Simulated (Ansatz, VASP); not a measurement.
Bi: VASP beside Ansatz

Contents of INCAR:

```
SYSTEM = Bi
PREC     = Accurate       ! precision mode
ENCUT    = 520            ! plane-wave cutoff, eV
EDIFF    = 1E-7           ! SCF threshold, eV
ISMEAR   = 0              ! smearing method
SIGMA    = 0.15           ! smearing width, eV
LREAL    = .FALSE.        ! projectors in reciprocal space
LASPH    = .TRUE.         ! aspherical terms in the spheres
NELM     = 100            ! most SCF steps
ALGO     = Fast           ! electronic algorithm
ISIF     = 2              ! what is computed and relaxed
LWAVE    = .FALSE.        ! write WAVECAR
LCHARG   = .FALSE.        ! write CHGCAR
NBANDS   = 14             ! bands
```

The input KPOINTS:

```
Automatic mesh
0
G
  18 18 18
  0 0 0
```

POSCAR

```
Bi
1.0
   -2.4357574771      2.0063534234      2.0063534234
    2.0063534234     -2.4357574771      2.0063534234
    2.0063534234      2.0063534234     -2.4357574771
Bi
1
Direct
    0.0000000000      0.0000000000      0.0000000000
```

Input for Ansatz:

```yaml
crystal:
  lattice:
    - [-2.4357574771, 2.0063534234, 2.0063534234]
    - [2.0063534234, -2.4357574771, 2.0063534234]
    - [2.0063534234, 2.0063534234, -2.4357574771]
  atoms:
    - { symbol: Bi, position: [0.0, 0.0, 0.0] }
basis:
  ecutwfc: 420
kpoints:
  mp_grid: { grid: [18, 18, 18] }
hamiltonian:
  xc: lda
scf:
  occupations: { method: gaussian, width: 0.15 }
output:
  forces: true
  stress: true
  eigenvalues: true
```

Alike in both runs: task single point; functional LDA; k mesh 18 × 18 × 18; occupations gaussian, width 0.15 eV; no spin polarisation.

|  | VASP | Ansatz |
| --- | --- | --- |
| version | VASP 6.6.1 | Ansatz 0.2.0 |
| potentials or method | VASP PAW LDA potentials, release 64 (Bi_d), cutoff 520 eV | scalar-relativistic, plane waves, PAW |
| valence electrons in the cell | 15 | 15 |

Ansatz gave:

| Property | Result |
| --- | --- |
| gap on the k mesh at the Fermi level (eV) | none |
| pressure (GPa) | 8.1 |
| traceless stress, the component that is largest in VASP (GPa) | 12.59 |

Which values does VASP return?

gap on the k mesh at the Fermi level (eV): none; pressure (GPa): 8.2; traceless stress, the component that is largest in VASP (GPa): 12.68.

LDA's correlation is that of Perdew and Zunger in VASP and of Perdew and Wang (1992) in Ansatz. A gap of «none» marks a metal or a gap that the smearing closes.

Neither program's run includes spin-orbit coupling.
